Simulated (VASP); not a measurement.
A run of VASP 6.6.1 is set up as follows.

INCAR

```
SYSTEM = Pb
PREC = Accurate
ENCUT = 520
EDIFF = 1E-6
ISMEAR = -1
SIGMA = 0.1
LREAL = .False.
LASPH = .True.
NELM = 100
ALGO = Normal
ISIF = 2
LWAVE = .False.
LCHARG = .False.
GGA = PE
NBANDS = 13
```

File KPOINTS:

```
Automatic mesh
0
Gamma
  3 3 3
  0 0 0
```

Contents of POSCAR:

```
Pb
1.0
    0.0000000000      2.5175937382      2.5175937382
    2.5175937382      0.0000000000      2.5175937382
    2.5175937382      2.5175937382      0.0000000000
Pb
1
Direct
    0.0000000000      0.0000000000      0.0000000000
```

Potentials or basis: VASP PAW PBE potentials, release 64 (Pb_d).

The run is started by

```sh
$ cat potpaw_PBE.64/Pb_d/POTCAR > POTCAR
$ mpirun -np 1 vasp_std > vasp.out
```

**Question.** Predict the pressure.

**Answer.** -0.6 GPa.

**Question.** Predict the band gap on the k mesh.

**Answer.** Zero (band 7 reaches 13.71 eV, above the bottom of band 8 at 5.26 eV).

Caveat: the k points lie up to 0.72 Å⁻¹ apart; spin-orbit coupling is left out, which moves the levels of the heavy elements.
